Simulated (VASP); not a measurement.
La5N:

```
La N
1.0
     5.21303    0.00000    0.00000
    -2.60651    4.51462    0.00000
     0.00000    0.00000    8.17398
La N
5 1
Direct
  0.33333 0.66667 0.80414
  0.33333 0.66667 0.19586
  0.66667 0.33333 0.19586
  0.66667 0.33333 0.80414
  0.00000 0.00000 0.50000
  0.00000 0.00000 0.00000
```

The cell was built from a structure type or drawn by symmetry, and may not be a known phase.

| Property | Result |
| --- | --- |
| Program | VASP 6.6.1 |
| Task | relaxation of cell and atoms |
| Functional | PBE |
| Potentials or basis | VASP PAW PBE potentials, release 64 (La, N) |
| Cutoff | 600 eV |
| k mesh | 6 × 6 × 2 |
| Occupations | gaussian, width 0.1 eV |
| Spin | no spin polarisation |

At the start: pressure -3.9 GPa; volume 32.06 Å³/atom.

Question: How do energy, volume and symmetry change on relaxing?

Answer: Over 15 steps the energy falls by 210.1 meV/atom and the volume is 26.75 Å³/atom (-16.6 %); space group P6/mmm (No. 191, to 0.1 Å) before and after.

The path:
| step | energy change (eV) | largest force (eV/Å) | pressure (GPa) | volume (Å³) |
| --- | --- | --- | --- | --- |
| 1 | 0.0000 | 0.0841 | -3.91 | 192.37 |
| 2 | -0.4881 | 0.3947 | -0.70 | 171.32 |
| 3 | -0.5380 | 0.6693 | 1.13 | 164.52 |
| 4 | -0.7921 | 1.2428 | 1.55 | 160.98 |
| 5 | -0.8316 | 1.6674 | 2.61 | 158.47 |
| 6 | -0.9634 | 1.4210 | 2.00 | 159.17 |
| 7 | -1.1670 | 0.7363 | 0.69 | 161.03 |
| 8 | -1.1769 | 0.5006 | 0.45 | 161.51 |
| 9 | -1.2242 | 0.3234 | 0.09 | 161.92 |
| 10 | -1.2551 | 0.0112 | -0.57 | 162.69 |
| 11 | -1.2574 | 0.0676 | -0.48 | 162.54 |
| 12 | -1.2598 | 0.0538 | -0.23 | 161.65 |
| 13 | -1.2607 | 0.0438 | -0.10 | 161.04 |
| 14 | -1.2604 | 0.0235 | 0.20 | 159.82 |
| 15 | -1.2609 | 0.0356 | 0.03 | 160.52 |

Final structure:
```
CELL_PARAMETERS angstrom
5.27987 0.00000 0.00000
-2.63993 4.57250 0.00000
0.00000 0.00000 6.64910
ATOMIC_POSITIONS crystal
La 0.33333 0.66667 0.77592
La 0.33333 0.66667 0.22408
La 0.66667 0.33333 0.22408
La 0.66667 0.33333 0.77592
La 0.00000 0.00000 0.50000
N 0.00000 0.00000 0.00000
```

Caveat: the k points lie up to 0.47 Å⁻¹ apart in the final cell, too coarse for converged energies and pressures of a metal; the volume moved by over 15 % at a fixed basis, so the end points are rough.
